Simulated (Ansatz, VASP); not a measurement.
Rh: VASP beside Ansatz

INCAR

```
SYSTEM = Rh
ALGO     = Fast           ! electronic algorithm
EDIFF    = 1E-7           ! SCF threshold, eV
ENCUT    = 520            ! plane-wave cutoff, eV
GGA      = PS             ! functional
ISIF     = 2              ! what is computed and relaxed
ISMEAR   = 0              ! smearing method
LASPH    = .TRUE.         ! aspherical terms in the spheres
LCHARG   = .FALSE.        ! write CHGCAR
LREAL    = .FALSE.        ! projectors in reciprocal space
LWAVE    = .FALSE.        ! write WAVECAR
NBANDS   = 22             ! bands
NELM     = 60             ! most SCF steps
PREC     = Accurate       ! precision mode
SIGMA    = 0.15           ! smearing width, eV
```

KPOINTS

```
k-points
0
G
  24 24 12
  0 0 0
```

File POSCAR:

```
Rh
1.0
    2.9418579932      0.0000000000      0.0000000000
   -1.4709289966      2.5477237564      0.0000000000
    0.0000000000      0.0000000000      3.8163561304
Rh
2
Direct
    0.6666666667      0.3333333333      0.7500000000
    0.3333333333      0.6666666667      0.2500000000
```

Input for Ansatz:

```yaml
crystal:
  lattice:
    - [2.9418579932, 0.0, 0.0]
    - [-1.4709289966, 2.5477237564, 0.0]
    - [0.0, 0.0, 3.8163561304]
  atoms:
    - { symbol: Rh, position: [0.6666666667, 0.3333333333, 0.75] }
    - { symbol: Rh, position: [0.3333333333, 0.6666666667, 0.25] }
basis:
  ecutwfc: 420
kpoints:
  mp_grid: { grid: [24, 24, 12] }
hamiltonian:
  xc: pbesol
scf:
  occupations: { method: gaussian, width: 0.15 }
output:
  forces: true
  stress: true
  eigenvalues: true
  write_density: true
  write_potential: true
  elf: true
  volumetric_format: npy
```

Alike in both runs: task single point; functional PBEsol; k mesh 24 × 24 × 12; occupations gaussian, width 0.15 eV; no spin polarisation.

```csv
,VASP,Ansatz
version,VASP 6.6.1,Ansatz 0.2.0
potentials or method,"VASP PAW PBE potentials, release 64 (Rh_pv), cutoff 520 eV","scalar-relativistic, plane waves, PAW"
valence electrons in the cell,30,34
```

```tsv
	VASP	Ansatz	Ansatz less VASP
gap on the k mesh at the Fermi level (eV)	none	none	-
pressure (GPa)	-1.9	-1.8	+0.07
traceless stress, the component that is largest in VASP (GPa)	24.27	24.29	+0.016
```

VASP's potentials were made for PBE, not for PBEsol. A gap of «none» marks a metal or a gap that the smearing closes. With one functional, cell and mesh, what is left measures potentials, basis and numerics. VASP's potentials hold 30 valence electrons a cell and Ansatz's 34, so a difference there can come from the potentials and not from the codes.
